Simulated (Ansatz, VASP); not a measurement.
## ZrB2 in VASP and in Ansatz

```xyz
3
Lattice="3.9588 0.0000 0.0000 -1.9794 3.4284 0.0000 0.0000 0.0000 3.6163" Properties=species:S:1:pos:R:3 pbc="T T T"
Zr    0.0000    0.0000    1.8082
B     0.0000    2.2856    1.8082
B     1.9794    1.1428    1.8082
```

Alike in both runs: functional PBE; k mesh 7 × 7 × 5; occupations gaussian, width 0.2 eV; no spin polarisation.

Ansatz relaxed the structure, and its values are those at the end. VASP's run is a single point on that final structure, the one shown.

|  | VASP | Ansatz |
| --- | --- | --- |
| version | VASP 6.6.1 | Ansatz 0.2.0 |
| potentials or method | VASP PAW PBE potentials, release 64 (Zr_sv, B), cutoff 500 eV | scalar-relativistic, plane waves, PAW |
| valence electrons in the cell | 18 | 18 |

|  | VASP | Ansatz | Ansatz less VASP |
| --- | --- | --- | --- |
| gap on the k mesh at the Fermi level (eV) | none | none | - |
| pressure (GPa) | 0.1 | 0.1 | -0.03 |

A gap of «none» marks a metal or a gap that the smearing closes. The functional is the same, so the differences come from potentials, cutoffs and numerics.
